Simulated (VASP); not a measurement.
Write the native input for VASP 6.6.1 that does the following.

| Quantity | Value |
| --- | --- |
| Task | relaxation of cell and atoms |
| Functional | r2SCAN |
| Potentials or basis | VASP PAW PBE potentials, release 64 (Zr_sv, Se) |
| Cutoff | 550 eV |
| k mesh | 10 × 10 × 6 |
| Occupations | fermi-dirac, width 0.05 eV |
| Spin | no spin polarisation |
| Dipole correction | no |
| Further INCAR settings | ALGO = Normal; EDIFF = 1e-07; IBRION = 2; EDIFFG = -0.002; NSW = 100; ISIF = 3 |

Crystal: ZrSe2.

```xyz
3
Lattice="3.7980 0.0000 0.0000 -1.8990 3.2892 0.0000 0.0000 0.0000 6.1920" Properties=species:S:1:pos:R:3 pbc="T T T"
Zr    0.0000    0.0000    0.0000
Se    0.0000    2.1928    1.5480
Se    1.8990    1.0964    4.6440
```

One way to write it, as run:

POSCAR

```
ZrSe2
1.0
    3.7980000000      0.0000000000      0.0000000000
   -1.8990000000      3.2891644836      0.0000000000
    0.0000000000      0.0000000000      6.1920000000
Zr Se
1 2
Direct
    0.0000000000      0.0000000000      0.0000000000
    0.3333333333      0.6666666667      0.2500000000
    0.6666666667      0.3333333333      0.7500000000
```

INCAR.step1

```
SYSTEM = ZrSe2
  ALGO = Normal
  EDIFF = 1E-5
  EDIFFG = -0.005
  ENCUT = 550
  GGA = PE
  GGA_COMPAT = .False.
  IBRION = 2
  ISIF = 3
  ISMEAR = -1
  LASPH = .True.
  LCHARG = .False.
  LREAL = .False.
  LWAVE = .True.
  NELM = 120
  NELMIN = 4
  NSW = 100
  PREC = Accurate
  SIGMA = 0.05
```

INCAR.step2

```
SYSTEM = ZrSe2
  ALGO = Normal
  EDIFF = 1E-7
  EDIFFG = -0.002
  ENCUT = 550
  GGA_COMPAT = .False.
  IBRION = 2
  ISIF = 3
  ISMEAR = -1
  ISTART = 1
  LASPH = .True.
  LCHARG = .False.
  LMIXTAU = .True.
  LREAL = .False.
  LWAVE = .False.
  METAGGA = R2SCAN
  NELM = 120
  NELMIN = 4
  NSW = 100
  PREC = Accurate
  SIGMA = 0.05
```

KPOINTS

```
k-points
0
Gamma
  10 10 6
  0 0 0
```

Potentials or basis: VASP PAW PBE potentials, release 64 (Zr_sv, Se).

Run with:

```bash
$ cat potpaw_PBE.64/Zr_sv/POTCAR potpaw_PBE.64/Se/POTCAR > POTCAR
$ cp INCAR.step1 INCAR
$ mpirun -np 1 vasp_std > vasp.out
$ cp INCAR.step2 INCAR
$ mpirun -np 1 vasp_std > vasp.out
```

Results of the run:

```
Relaxed volume                        : 26.86 Å³/atom
Relaxed cell                          : a = 3.810 Å, b = 3.810 Å, c = 6.411 Å, α = 90.00°, β = 90.00°, γ = 120.00°
Space group after relaxing (to 0.1 Å) : P-3m1 (No. 164)
Energy gained by relaxing             : 3.7 meV/atom
Ionic steps                           : 15
Pressure after relaxing               : 0.0 GPa
Band gap on the k mesh                : 0.76 eV (least direct gap 1.43 eV)
```

Caveat: semilocal functionals underestimate gaps, and a narrow one can read as zero; the PAW data sets were made with another functional, which shifts forces and pressure a little.

Wall time 42 min on 1 thread of Intel(R) Xeon(R) 6975P-C (Granite Rapids), on a shared host, peak memory 0.29 GiB.
